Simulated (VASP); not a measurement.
Set up this calculation in VASP 6.6.1, as the native input.

```
Task                               : single point
Functional                         : HF
Potentials or basis                : VASP PAW PBE potentials, release 64 (Zr_sv, B)
Cutoff                             : 520 eV
k mesh                             : 5 × 5 × 5
Occupations                        : fermi-dirac, width 0.05 eV
Spin                               : no spin polarisation
Dipole correction                  : no
Grid for exact exchange (PRECFOCK) : Normal
Further INCAR settings             : ALGO = Normal; EDIFF = 1e-06; NBANDS = 14
Share of exact exchange            : 1
```

ZrB:

```
Zr B
1.0
     0.00000    2.32500    2.32500
     2.32500    0.00000    2.32500
     2.32500    2.32500    0.00000
Zr B
1 1
Direct
  0.00000 0.00000 0.00000
  0.50000 0.50000 0.50000
```

One way to write it, as run:

POSCAR

```
ZrB
1.0
    0.0000000000      2.3250000000      2.3250000000
    2.3250000000      0.0000000000      2.3250000000
    2.3250000000      2.3250000000      0.0000000000
Zr B
1 1
Direct
    0.0000000000      0.0000000000      0.0000000000
    0.5000000000      0.5000000000      0.5000000000
```

INCAR.step1

```
  PREC = Accurate
  ENCUT = 520
  EDIFF = 1E-5
  ISMEAR = -1
  SIGMA = 0.05
  LREAL = F
  LASPH = T
  NELM = 60
  ALGO = Normal
  ISIF = 2
  LWAVE = T
  LCHARG = F
  GGA = PE
  NBANDS = 14
```

INCAR.step2

```
  PREC = Accurate
  ENCUT = 520
  EDIFF = 1E-6
  ISMEAR = -1
  SIGMA = 0.05
  LREAL = F
  LASPH = T
  NELM = 60
  ALGO = Normal
  ISIF = 2
  LWAVE = F
  LCHARG = F
  GGA = PE
  LHFCALC = T
  AEXX = 1.0
  ALDAC = 0.0
  AGGAC = 0.0
  PRECFOCK = Normal
  ISTART = 1
  NBANDS = 14
```

KPOINTS

```
Automatic mesh
0
Gamma
  5 5 5
```

Potentials or basis: VASP PAW PBE potentials, release 64 (Zr_sv, B).

Run with:

```sh
$ cat potpaw_PBE.64/Zr_sv/POTCAR potpaw_PBE.64/B/POTCAR > POTCAR
$ cp INCAR.step1 INCAR
$ mpirun -np 1 vasp_std > vasp.out
$ cp INCAR.step2 INCAR
$ mpirun -np 1 vasp_std > vasp.out
```

It gave:

```json
{
 "Pressure": "52.4 GPa",
 "Band gap on the k mesh": "zero (an odd number of electrons rules out a gap without spin polarisation)"
}
```

Caveat: the k points lie up to 0.47 Å⁻¹ apart, too coarse for converged energies and pressures of a metal; the PAW data sets were made with another functional, which shifts forces and pressure a little.

Wall time 33 min on 1 thread of Intel Xeon 8259CL, on a shared host, peak memory 0.16 GiB.
